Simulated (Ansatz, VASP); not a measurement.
SrO in VASP and in Ansatz

Contents of INCAR:

```
PREC = Accurate
ENCUT = 520
EDIFF = 1E-6
ISMEAR = 0
SIGMA = 0.05
LREAL = F
LASPH = T
NELM = 60
ALGO = Normal
ISIF = 2
LWAVE = F
LCHARG = F
GGA = PE
NBANDS = 15
```

KPOINTS

```
Automatic mesh
0
Gamma
  8 8 8
```

The input POSCAR:

```
SrO
1.0
    0.0000000000      2.6083470000      2.4927060000
    2.6083470000      0.0000000000      2.4927060000
    2.6083470000      2.6083470000      0.0000000000
Sr O
1 1
Direct
    0.0000000000      0.0000000000      0.0000000000
    0.5000000000      0.5000000000      0.5000000000
```

Input for Ansatz:

```yaml
crystal:
  lattice:
    - [0.0, 2.608347, 2.492706]
    - [2.608347, 0.0, 2.492706]
    - [2.608347, 2.608347, 0.0]
  atoms:
    - { symbol: Sr, position: [0.0, 0.0, 0.0] }
    - { symbol: O, position: [0.5, 0.5, 0.5] }
basis:
  ecutwfc: 420
kpoints:
  mp_grid: { grid: [8, 8, 8] }
hamiltonian:
  xc: pbe
scf:
  occupations: { method: gaussian, width: 0.05 }
output:
  forces: true
  stress: true
  eigenvalues: true
```

Change from the starting cell: strain +0.015 along x and y, -0.030 along z, atoms carried along.

Alike in both runs: task single point; functional PBE; k mesh 8 × 8 × 8; occupations gaussian, width 0.05 eV; no spin polarisation.

```csv
,VASP,Ansatz
version,VASP 6.6.1,Ansatz 0.2.0
potentials or method,"VASP PAW PBE potentials, release 64 (Sr_sv, O), cutoff 520 eV","scalar-relativistic, plane waves, PAW"
valence electrons in the cell,16,16
```

```tsv
	VASP	Ansatz	Ansatz less VASP
gap on the k mesh at the Fermi level (eV)	3.03	3.08	+0.052
least direct gap on the mesh (eV)	3.27	3.31	+0.040
pressure (GPa)	4.0	3.4	-0.61
traceless stress, the component that is largest in VASP (GPa)	4.75	4.50	-0.252
```

The functional is the same, so the differences come from potentials, cutoffs and numerics.
